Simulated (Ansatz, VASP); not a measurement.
## Ni in VASP and in Ansatz

```xyz
1
Lattice="0.0000 1.8910 1.4952 1.8910 0.0000 1.4952 1.8910 1.8910 0.0000" Properties=species:S:1:pos:R:3 pbc="T T T"
Ni    0.0000    0.0000    0.0000
```

Change from the starting cell: strain +e along x and -e along y +0.0000, strain +e along z and -e/2 along x and y -0.1500.

Alike in both runs: task single point; functional PBE; k mesh 22 × 22 × 22; occupations gaussian, width 0.15 eV; collinear spin.

|  | VASP | Ansatz |
| --- | --- | --- |
| version | VASP 6.6.1 | Ansatz 0.2.0 |
| potentials or method | VASP PAW PBE potentials, release 64 (Ni_sv_GW), cutoff 690 eV | scalar-relativistic, plane waves, PAW |
| valence electrons in the cell | 18 | 18 |

|  | VASP | Ansatz | Ansatz less VASP |
| --- | --- | --- | --- |
| gap on the k mesh at the Fermi level (eV) | none | none | - |
| pressure (GPa) | 4.0 | 5.4 | +1.44 |
| traceless stress, the component that is largest in VASP (GPa) | 5.52 | 5.49 | -0.024 |
| net moment per atom (μB) | 0.58 | 0.58 | +0.001 |
| size of the moment on the site where the two differ most (μB) | 0.61 | 0.61 | +0.002 |

Site moments also hang on the region over which each program counts them. A gap of «none» marks a metal or a gap that the smearing closes.
